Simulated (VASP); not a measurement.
# Ga (Cmcm) in VASP: further runs

The runs below take Ga through single point, with HSE06, PBEsol, HF.

Everything below comes from runs of VASP 6.6.1. Logs are shortened: lines on timing, memory, paths and dates and some standing lists are left out, and cuts for length are marked.

### Step 1. The cell of the first run

Symmetry: Cmcm, No. 63, orthorhombic system. Conventional cell: a = 2.900 Å, b = 8.130 Å, c = 3.170 Å, α = 90.00°, β = 90.00°, γ = 90.00°. Within 3.5 Å of Ga (site symmetry m2m) lie 10 Ga at 2.68 to 3.17 Å.

### Step 2. Single point, HSE06

POSCAR reads:

```
Ga
1.0
    1.4500000000     -4.0650000000      0.0000000000
    1.4500000000      4.0650000000      0.0000000000
    0.0000000000      0.0000000000      3.1700000000
Ga
2
Direct
    0.1330000000      0.8670000000      0.7500000000
    0.8670000000      0.1330000000      0.2500000000
```

INCAR.step1 reads:

```
SYSTEM = Ga
PREC = Accurate ; ENCUT = 520
EDIFF = 1E-5 ; ISMEAR = -1
SIGMA = 0.05 ; LREAL = .False.
LASPH = .True. ; NELM = 80
ALGO = Normal ; ISIF = 2
LWAVE = .True. ; LCHARG = .False.
NBANDS = 20 ; GGA = PE
```

INCAR.step2 reads:

```
SYSTEM = Ga
PREC = Accurate ; ENCUT = 520
EDIFF = 1E-6 ; ISMEAR = -1
SIGMA = 0.05 ; LREAL = .False.
LASPH = .True. ; NELM = 80
ALGO = Normal ; ISIF = 2
LWAVE = .False. ; LCHARG = .False.
GGA = PE ; LHFCALC = .True.
HFSCREEN = 0.2079 ; PRECFOCK = Normal
NBANDS = 20 ; ISTART = 1
```

KPOINTS reads:

```
Automatic mesh
0
Gamma
  5 5 4
  0 0 0
```

Potentials or basis: VASP PAW PBE potentials, release 64 (Ga_d).

Started as:

```
$ cat potpaw_PBE.64/Ga_d/POTCAR > POTCAR
$ cp INCAR.step1 INCAR
$ mpirun -np 1 vasp_std > vasp.out
$ cp INCAR.step2 INCAR
$ mpirun -np 1 vasp_std > vasp.out
```

OUTCAR:

```text
SYSTEM = Ga
   PREC = Accurate
   ENCUT = 520
   EDIFF = 1E-6
   ISMEAR = -1
   LREAL = .False.
   LASPH = .True.
   NELM = 80
   ISIF = 2
   GGA = PE
   LHFCALC = .True.
   HFSCREEN = 0.2079
   PRECFOCK = Normal
   ISTART = 1

 ion  position               nearest neighbor table
   1  0.133  0.867  0.750-   2 2.68   2 2.68   2 2.87   2 2.87   2 2.87   2 2.87
   2  0.867  0.133  0.250-   1 2.68   1 2.68   1 2.87   1 2.87   1 2.87   1 2.87

  LATTYP: Found a base centered orthorhombic cell.
 ALAT       =     2.9000000000
 B/A-ratio  =     2.8034482759
 C/A-ratio  =     1.0931034483

  Lattice vectors:

 A1 = (   1.4500000000,  -4.0650000000,   0.0000000000)
 A2 = (   1.4500000000,   4.0650000000,   0.0000000000)
 A3 = (   0.0000000000,   0.0000000000,   3.1700000000)

Analysis of symmetry for initial positions (statically):
=====================================================================
 Subroutine PRICEL returns:
 Original cell was already a primitive cell.

 Routine SETGRP: Setting up the symmetry group for a
 base centered orthorhombic supercell.

 Subroutine GETGRP returns: Found  8 space group operations
 (whereof  4 operations were pure point group operations)
 out of a pool of  8 trial point group operations.

The static configuration has the point symmetry C_2h.
 The point group associated with its full space group is D_2h.

Analysis of symmetry for dynamics (positions and initial velocities):
=====================================================================
 Subroutine PRICEL returns:
 Original cell was already a primitive cell.

 Routine SETGRP: Setting up the symmetry group for a
 base centered orthorhombic supercell.

 Subroutine GETGRP returns: Found  8 space group operations
 (whereof  4 operations were pure point group operations)
 out of a pool of  8 trial point group operations.

The dynamic configuration has the point symmetry C_2h.
 The point group associated with its full space group is D_2h.

 Subroutine INISYM returns: Found  8 space group operations
 (whereof  4 operations are pure point group operations),
 and found     1 'primitive' translations

----------------------------------------------------------------------------------------

                                     Primitive cell

  volume of cell :      37.3695

  direct lattice vectors                    reciprocal lattice vectors
     1.450000000 -4.065000000  0.000000000     0.344827586 -0.123001230  0.000000000
     1.450000000  4.065000000  0.000000000     0.344827586  0.123001230  0.000000000
     0.000000000  0.000000000  3.170000000     0.000000000  0.000000000  0.315457413

  length of vectors
     4.315868974  4.315868974  3.170000000     0.366108409  0.366108409  0.315457413

  position of ions in fractional coordinates (direct lattice)
     0.133000000  0.867000000  0.750000000
     0.867000000  0.133000000  0.250000000

  ion indices of the primitive-cell ions
   primitive index   ion index
                 1           1
                 2           2

----------------------------------------------------------------------------------------

 KPOINTS: Automatic mesh

Automatic generation of k-mesh.
 Grid dimensions read from file:
 generate k-points for:    5    5    4

 Generating k-lattice:

  Cartesian coordinates                     Fractional coordinates (reciprocal lattice)
     0.068965517 -0.024600246  0.000000000     0.200000000  0.000000000  0.000000000
     0.068965517  0.024600246  0.000000000     0.000000000  0.200000000  0.000000000
     0.000000000  0.000000000  0.078864353     0.000000000  0.000000000  0.250000000

  Length of vectors
     0.073221682  0.073221682  0.078864353

  Shift w.r.t. Gamma in fractional coordinates (k-lattice)
     0.000000000  0.000000000  0.000000000

 Subroutine IBZKPT returns following result:
 ===========================================

 Found     27 irreducible k-points:

 Following reciprocal coordinates:
            Coordinates               Weight
  0.000000  0.000000  0.000000      1.000000
  0.200000  0.000000  0.000000      4.000000
  0.400000 -0.000000  0.000000      4.000000
  0.200000  0.200000  0.000000      2.000000
  0.400000  0.200000  0.000000      4.000000
 -0.400000  0.200000  0.000000      4.000000
[... 16 lines left out ...]
  0.400000  0.200000  0.500000      4.000000
 -0.400000  0.200000  0.500000      4.000000
 [... further k-points ...]
   k-points           NKPTS =     27   k-points in BZ     NKDIM =    100   number of bands    NBANDS=     20
   number of dos      NEDOS =    301   number of ions     NIONS =      2
   total plane-waves  NPLWV =  24576
   dimension x,y,z NGX =    32 NGY =   32 NGZ =   24
   dimension x,y,z NGXF=    64 NGYF=   64 NGZF=   48
   ions per type =               2
   NGX,Y,Z   is equivalent  to a cutoff of  12.33, 12.33, 12.59 a.u.
   NGXF,Y,Z  is equivalent  to a cutoff of  24.65, 24.65, 25.17 a.u.
 SYSTEM =  Ga
   PREC   = accura    normal or accurate (medium, high low for compatibility)
   ISTART =      1    job   : 0-new  1-cont  2-samecut
   ICHARG =      0    charge: 1-file 2-atom 10-const
   ISPIN  =      1    spin polarized calculation?
   LNONCOLLINEAR =      F non collinear calculations
   LSORBIT =      F    spin-orbit coupling
   LASPH  =      T    aspherical Exc in radial PAW
   ENCUT  =  520.0 eV  38.22 Ry    6.18 a.u.   8.02  8.02  5.89*2*pi/ulx,y,z
   NELM   =     80;   NELMIN=  2; NELMDL=  0     # of ELM steps
   EDIFF  = 0.1E-05   stopping-criterion for ELM
   LREAL  =      F    real-space projection
   EDIFFG = 0.1E-04   stopping-criterion for IOM
   NSW    =      0    number of steps for IOM
   IBRION =     -1    ionic relax: 0-MD 1-quasi-New 2-CG
   NFREE  =      0    steps in history (QN), initial steepest desc. (CG)
   ISIF   =      2    stress and relaxation
   ISYM   =      3    0-nonsym 1-usesym 2-fastsym
   POTIM  = 0.5000    time-step for ionic-motion
   TEBEG  =    0.0;   TEEND  =   0.0 temperature during run
   PSTRESS=    0.0 pullay stress
   NELECT =      26.0000    total number of electrons
   NUPDOWN=      -1.0000    fix difference up-down
   EMIN   =  10.00;   EMAX   =-10.00  energy-range for DOS
   EFERMI =   0.00;   METHOD = LEGACY
   ISMEAR =    -1;   SIGMA  =   0.05  broadening in eV -4-tet -1-fermi 0-gaus
   EFERMI_NEDOS =   21; number of points for ismear=-14 and -15
   IALGO  =     38    algorithm
   IMIX   =      1    mixing-type and parameters
     AMIX     =   0.40;   BMIX     =  1.00
     AMIX_MAG =   1.60;   BMIX_MAG =  1.00
  volume/ion in A,a.u.               =      18.68       126.09
  Fermi-wavevector in a.u.,A,eV,Ry     =   1.450641  2.741314 28.631555  2.104360
  Thomas-Fermi vector in A             =   2.568230
   LORBIT       =      0    0 simple, 1 ext, 2 COOP (PROOUT), +10 PAW based schemes
   GGA     = PE    functional components
   LHFCALC =     T    Hartree Fock is set to
   PRECFOCK=normal    Normal, Fast or Accurate (Low or Medium for compatibility)
   ENCUT4O =  -1.0   cutoff for four orbital integrals eV
   NKREDX  =     1    reduce k-point grid by
   NKREDY  =     1    reduce k-point grid by
   NKREDZ  =     1    reduce k-point grid by
   AEXX    =    0.2500 exact exchange contribution
   HFSCREEN=    0.2079 screening length (either q_TF or 0.3 A-1)
   HFSCREENC=   0.2079 screening length for correlation (either q_TF or 0.3 A-1)
   ENCUTFOCK=  -1.0 apply spherical cutoff to Coloumb kernel
   IVDW    =     0    specifies the selected vdW correction
   LEPSILON=     F    determine dielectric tensor
   LRPA    =     F    only Hartree local field effects (RPA)
 non-spin polarized calculation
  energy-cutoff  :      520.00
  volume of cell :       37.37
 maximum number of plane-waves:      1018
  NGX = 28; NGY = 28; NGZ = 18

 number of electron      26.0000003 magnetization

 Free energy of the ion-electron system (eV)
  ---------------------------------------------------
  ext. energy  EPLUGINS =         0.00000000
  ---------------------------------------------------
  free energy    TOTEN  =        -6.60322697 eV

  energy without entropy =       -6.59956835  energy(sigma->0) =       -6.60139766

 E-fermi :   5.9367     XC(G=0):  -9.0562

 val. band max:        5.8379420327   @ k =   0.0000   0.0000   0.2500
 cond. band min:       5.9817773591   @ k =   0.4000   0.4000   0.2500
 fundamental gap:      0.1438353264
 Fermi energy:         5.9367043469

 k-point     1 :       0.0000    0.0000    0.0000
  band No.  band energies     occupation
      1     -12.4469      2.00000
      2     -12.4301      2.00000
      3     -12.3660      2.00000
      4     -12.3442      2.00000
      5     -12.1624      2.00000
      6     -12.1448      2.00000
[... 12 lines left out ...]
     19      17.9876      0.00000
     20      18.0830      0.00000

 k-point     2 :       0.2000    0.0000    0.0000
  band No.  band energies     occupation
      1     -12.4110      2.00000
      2     -12.4078      2.00000
      3     -12.3271      2.00000
      4     -12.2555      2.00000
      5     -12.1892      2.00000
      6     -12.1878      2.00000
[... 12 lines left out ...]
     19      18.9901      0.00000
     20      22.6291      0.00000

 k-point     3 :       0.4000   -0.0000    0.0000
  band No.  band energies     occupation
      1     -12.3744      2.00000
      2     -12.3701      2.00000
      3     -12.3002      2.00000
      4     -12.2799      2.00000
      5     -12.2684      2.00000
      6     -12.1498      2.00000
[... 12 lines left out ...]
     19      17.4417      0.00000
     20      19.7103      0.00000

 k-point     4 :       0.2000    0.2000    0.0000
  band No.  band energies     occupation
      1     -12.3950      2.00000
      2     -12.3629      2.00000
      3     -12.3377      2.00000
      4     -12.2279      2.00000
      5     -12.2228      2.00000
      6     -12.1835      2.00000
[... 429 lines left out ...]
 k-point    23 :       0.4000    0.2000    0.5000
  band No.  band energies     occupation
      1     -12.4145      2.00000
      2     -12.4145      2.00000
      3     -12.3112      2.00000
      4     -12.3112      2.00000
      5     -12.1740      2.00000
      6     -12.1740      2.00000
[... 12 lines left out ...]
     19      17.2220      0.00000
     20      17.2220      0.00000

 k-point    24 :      -0.4000    0.2000    0.5000
  band No.  band energies     occupation
      1     -12.3851      2.00000
      2     -12.3851      2.00000
      3     -12.2783      2.00000
      4     -12.2783      2.00000
      5     -12.1951      2.00000
      6     -12.1951      2.00000
[... 12 lines left out ...]
     19      17.9526      0.00000
     20      17.9526      0.00000

 [... further k-points ...]
[... 5 lines left out ...]
  --------------------------------------------------------------------------------------
  -------------------------------------------------------------------------------------
  Total       -1.3650322     -0.0974556      1.6963769      0.0000000     -0.0000000      0.0000000
  in kB      -58.5242248     -4.1782998     72.7302589      0.0000000     -0.0000000      0.0000000
  external PRESSURE =       3.3425781 kB  Pullay stress =       0.0000000 kB

 VOLUME and BASIS-vectors are now :
 -----------------------------------------------------------------------------
  energy-cutoff  :      520.00
  volume of cell :       37.37
      direct lattice vectors                 reciprocal lattice vectors
     1.450000000 -4.065000000  0.000000000     0.344827586 -0.123001230  0.000000000
     1.450000000  4.065000000  0.000000000     0.344827586  0.123001230  0.000000000
     0.000000000  0.000000000  3.170000000     0.000000000  0.000000000  0.315457413

 POSITION                                       TOTAL-FORCE (eV/Angst)
 -----------------------------------------------------------------------------------
      1.45000      2.98371      2.37750         0.000000     -0.403928     -0.000000
      1.45000     -2.98371      0.79250         0.000000      0.403928      0.000000
 -----------------------------------------------------------------------------------
    total drift:                                0.000000      0.000000     -0.000000

  FREE ENERGIE OF THE ION-ELECTRON SYSTEM (eV)
  ---------------------------------------------------
  free  energy   TOTEN  =        -6.6032269734 eV

  energy  without entropy=       -6.5995683511  energy(sigma->0) =       -6.60139766
```

Run time: 84 min. Hardware: 1 thread of Intel Xeon Platinum 8375C at 2.90GHz (Ice Lake), shared host; peak memory 0.3 GiB.

What came out:

```
Free energy            : -6.6032 eV
Pressure               : 0.3 GPa
Largest force          : 0.404 eV/Å
Band gap on the k mesh : zero (bands 13 and 14 overlap by 9.18 eV)
```

Forces on the atoms (eV/Å):
```
Ga   0.000 -0.404  0.000
Ga   0.000  0.404  0.000
```

Caveat: the k points lie up to 0.50 Å⁻¹ apart, too coarse for converged energies and pressures of a metal; the PAW data sets were made with another functional, which shifts forces and pressure a little.

### Step 3. Single point, PBEsol, non-collinear spin, zero start, spin-orbit coupling

INCAR reads:

```
SYSTEM = Ga
  PREC = Accurate
  ENCUT = 520
  EDIFF = 1E-6
  ISMEAR = -1
  SIGMA = 0.05
  LREAL = .False.
  LASPH = .True.
  NELM = 150
  ALGO = Normal
  ISIF = 2
  LWAVE = .False.
  LCHARG = .False.
  LNONCOLLINEAR = .True.
  MAGMOM = 0 0 0 0 0 0
  LORBIT = 11
  LSORBIT = .True.
  GGA_COMPAT = .False.
  LORBMOM = .True.
  GGA = PS
  NBANDS = 38
```

KPOINTS reads:

```
Automatic mesh
0
Gamma
  10 10 8
  0 0 0
```

POSCAR is that of step 2.

Potentials or basis: VASP PAW PBE potentials, release 64 (Ga_d).

Started as:

```
$ cat potpaw_PBE.64/Ga_d/POTCAR > POTCAR
$ mpirun -np 1 vasp_ncl > vasp.out
```

Run time: 7.2 min. Hardware: 1 thread of Intel Xeon 8259CL, shared host; peak memory 0.46 GiB.

The run converged. Its results:

- Free energy: -6.6916 eV
- Pressure: -2.1 GPa
- Largest force: 0.210 eV/Å
- Net moment: 0.00 μB per cell
- Valence electrons inside the program's atomic spheres: Ga 11.56

Forces in eV/Å, atoms in the order of the input:
```
Ga   0.000 -0.210  0.000
Ga   0.000  0.210  0.000
```

Stress tensor (GPa, compression positive):
```
-3.73  0.00  0.00
 0.00 -1.78  0.00
 0.00  0.00 -0.83
```

Moments on the atoms (μB; x, y, z):
```
Ga  0.00 0.00 0.00
Ga  0.00 0.00 0.00
```

Caveat: the PAW data sets were made with another functional, which shifts forces and pressure a little.

### Step 4. Single point, HF

POSCAR is that of step 3.

INCAR.step1 reads:

```
SYSTEM = Ga
PREC     = Accurate       ! precision mode
ENCUT    = 520            ! plane-wave cutoff, eV
EDIFF    = 1E-5           ! SCF threshold, eV
ISMEAR   = -1             ! smearing method
SIGMA    = 0.05           ! smearing width, eV
LREAL    = .FALSE.        ! projectors in reciprocal space
LASPH    = .TRUE.         ! aspherical terms in the spheres
NELM     = 100            ! most SCF steps
ALGO     = Normal         ! electronic algorithm
ISIF     = 2              ! what is computed and relaxed
LWAVE    = .TRUE.         ! write WAVECAR
LCHARG   = .FALSE.        ! write CHGCAR
NBANDS   = 20             ! bands
GGA      = PE             ! functional
```

INCAR.step2 reads:

```
SYSTEM = Ga
PREC     = Accurate       ! precision mode
ENCUT    = 520            ! plane-wave cutoff, eV
EDIFF    = 1E-7           ! SCF threshold, eV
ISMEAR   = -1             ! smearing method
SIGMA    = 0.05           ! smearing width, eV
LREAL    = .FALSE.        ! projectors in reciprocal space
LASPH    = .TRUE.         ! aspherical terms in the spheres
NELM     = 100            ! most SCF steps
ALGO     = Normal         ! electronic algorithm
ISIF     = 2              ! what is computed and relaxed
LWAVE    = .FALSE.        ! write WAVECAR
LCHARG   = .FALSE.        ! write CHGCAR
GGA      = PE             ! functional
LHFCALC  = .TRUE.         ! exact exchange
AEXX     = 1.0            ! exact-exchange fraction
ALDAC    = 0.0          
AGGAC    = 0.0          
PRECFOCK = Normal       
NBANDS   = 20             ! bands
ISTART   = 1
```

KPOINTS reads:

```
Automatic mesh
0
G
  5 5 4
  0 0 0
```

Started as:

```
$ cat potpaw_PBE.64/Ga_d/POTCAR > POTCAR
$ cp INCAR.step1 INCAR
$ mpirun -np 1 vasp_std > vasp.out
$ cp INCAR.step2 INCAR
$ mpirun -np 1 vasp_std > vasp.out
```

Wall time 2.2 h (1 thread of Intel Xeon Platinum 8259CL at 2.50GHz (Skylake/Cascade Lake), shared host); peak memory 0.19 GiB.

The run converged. Its results:

* Free energy: -8.9847 eV
* Pressure: 6.1 GPa
* Largest force: 0.526 eV/Å
* Band gap on the k mesh: zero (bands 13 and 14 overlap by 15.21 eV)

Forces in eV/Å, atoms in the order of the input:
```
Ga   0.000 -0.526  0.000
Ga   0.000  0.526  0.000
```

Stress tensor (GPa, compression positive):
```
-0.79  0.00  0.00
 0.00  4.49  0.00
 0.00  0.00 14.65
```

Levels at points of the mesh, in eV from the Fermi level:
| k point | band 11 | band 12 | band 13 | band 14 | band 15 | band 16 |
| --- | --- | --- | --- | --- | --- | --- |
| (0.00, 0.00, 0.00) | -19.50 | -5.98 | -3.25 | 5.02 | 9.12 | 12.01 |
| (0.00, 0.00, 0.50) | -13.88 | -13.88 | 2.90 | 2.90 | 4.57 | 4.57 |

Caveat: the k points lie up to 0.50 Å⁻¹ apart, too coarse for converged energies and pressures of a metal; the PAW data sets were made with another functional, which shifts forces and pressure a little.

### Step 5. Overview

| level | spin | k mesh | grid for exact exchange (PRECFOCK) | share of exact exchange | screening parameter | gap on the mesh (eV) | pressure (GPa) | largest force (eV/Å) |
| --- | --- | --- | --- | --- | --- | --- | --- | --- |
| HSE06 | off | 5 × 5 × 4 | Normal | 0.25 | 0.2079 1/Å | none | 0.3 | 0.40 |
| PBEsol | non-collinear, zero start, SOC | 10 × 10 × 8 | - | - | - | - | -2.1 | 0.21 |
| HF | off | 5 × 5 × 4 | Normal | 1 | - | none | 6.1 | 0.53 |

Alike in all rows: task single point; potentials or basis VASP PAW PBE potentials, release 64 (Ga_d); cell as given; cutoff (eV) 520; smearing fermi-dirac 0.05 eV.

Caveats: some runs use coarse meshes; the PAW data sets were made with another functional, which shifts forces and pressure a little.

Total energies depend on the potentials used, so only differences within one code and one set of settings carry meaning.

The gap in the log of VASP goes by the Fermi energy; the results here count the filled bands.